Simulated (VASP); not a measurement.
AlGa3N4, 8 atoms in the cell. The structure is tetragonal, space group P-42m (No. 111). The conventional cell has a = 4.577 Å, b = 4.577 Å, c = 4.465 Å, α = 90.00°, β = 90.00°, γ = 90.00°. Al (site symmetry -42m) has 4 N at 1.92 Å within 2.6 Å. Ga (site symmetry -42m) has 4 N at 1.98 Å within 2.6 Å. Ga (site symmetry 222) has 4 N at 1.98 Å within 2.6 Å. Within 2.6 Å of N (site symmetry m) lie 1 Al at 1.92 Å and 3 Ga at 1.98 Å.  This cell differs from its parent crystal: strain +0.025 along x and y, +0.000 along z.

* Program: VASP 6.6.1
* Task: single point
* Functional: r2SCAN
* Potentials or basis: VASP PAW PBE potentials, release 64 (Al, Ga_d, N)
* Cutoff: 520 eV
* k mesh: 6 × 6 × 6
* Occupations: gaussian, width 0.05 eV
* Spin: no spin polarisation
* Dipole correction: no
* Further INCAR settings: ALGO = Normal; EDIFF = 1e-06; NBANDS = 41

Potentials or basis: VASP PAW PBE potentials, release 64 (Al, Ga_d, N).

Run with:

```bash
$ cat potpaw_PBE.64/Al/POTCAR potpaw_PBE.64/Ga_d/POTCAR potpaw_PBE.64/N/POTCAR > POTCAR
$ cp INCAR.step1 INCAR
$ mpirun -np 1 vasp_std > vasp.out
$ cp INCAR.step2 INCAR
$ mpirun -np 1 vasp_std > vasp.out
```

Hardware: 1 thread of Intel Xeon 8259CL (shared host).

Question: Estimate the wall time of this run.

Answer: Wall time 11 min on 1 thread of Intel Xeon 8259CL, with other jobs on the host, peak memory 0.3 GiB. Counts: k points 40.
